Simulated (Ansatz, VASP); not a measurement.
# ZrO2: VASP beside Ansatz

POSCAR

```
ZrO2
1.0
    0.0000000000      2.4174779067      2.4174779067
    2.4174779067      0.0000000000      2.4174779067
    2.4174779067      2.4174779067      0.0000000000
Zr O
1 2
Direct
    0.0000000000      0.0000000000      0.0000000000
    0.2500000000      0.2500000000      0.2500000000
    0.7500000000      0.7500000000      0.7500000000
```

Contents of INCAR.step1:

```
SYSTEM = ZrO2
  ALGO = Normal
  EDIFF = 1E-5
  ENCUT = 520
  GGA = PE
  GGA_COMPAT = .False.
  ISIF = 2
  ISMEAR = 0
  LASPH = .True.
  LCHARG = .False.
  LREAL = .False.
  LWAVE = .True.
  NBANDS = 19
  NELM = 120
  PREC = Accurate
  SIGMA = 0.01
```

INCAR.step2

```
SYSTEM = ZrO2
  ALGO = Normal
  EDIFF = 1E-6
  ENCUT = 520
  GGA = PE
  GGA_COMPAT = .False.
  HFSCREEN = 0.2079
  ISIF = 2
  ISMEAR = 0
  ISTART = 1
  LASPH = .True.
  LCHARG = .False.
  LHFCALC = .True.
  LREAL = .False.
  LWAVE = .False.
  NBANDS = 19
  NELM = 120
  PREC = Accurate
  PRECFOCK = Normal
  SIGMA = 0.01
```

The input KPOINTS:

```
k-points
0
Gamma
  6 6 6
  0 0 0
```

Input for Ansatz:

```yaml
crystal:
  lattice:
    - [0.0, 2.4174779067, 2.4174779067]
    - [2.4174779067, 0.0, 2.4174779067]
    - [2.4174779067, 2.4174779067, 0.0]
  atoms:
    - { symbol: Zr, position: [0.0, 0.0, 0.0] }
    - { symbol: O, position: [0.25, 0.25, 0.25] }
    - { symbol: O, position: [0.75, 0.75, 0.75] }
kpoints:
  mp_grid: { grid: [6, 6, 6] }
  band_path:
    path:
      - [0.0, 0.0, 0.0]
      - [0.5, 0.0, 0.5]
      - [0.625, 0.25, 0.625]
      - [0.375, 0.375, 0.75]
      - [0.5, 0.5, 0.5]
      - [0.5, 0.25, 0.75]
      - [0.0, 0.5, 0.5]
    npoints: 1
hamiltonian:
  xc: hse06
scf:
  occupations: { method: fixed }
  n_extra_bands: 4
output:
  forces: true
  stress: true
  eigenvalues: true
```

Change from the starting cell: hydrostatic strain -5.0%.

Alike in both runs: task single point; functional HSE06; k mesh 6 × 6 × 6; no spin polarisation.

```csv
,VASP,Ansatz
version,VASP 6.6.1,Ansatz 0.2.0
potentials or method,"VASP PAW PBE potentials, release 64 (Zr_sv, O)","plane waves, PAW"
plane-wave cutoff (eV),520,420
occupations,"gaussian, width 0.01 eV",fixed
valence electrons in the cell,24,24
```

```csv
,VASP,Ansatz,Ansatz less VASP
gap on the k mesh at the Fermi level (eV),5.44,5.45,+0.014
pressure (GPa),51.0,50.1,-0.90
```

Both programs put the cell under a high pressure, so it lies far from rest at this level. Ansatz's warnings: stress exchange threshold loose, stress scf threshold loose.
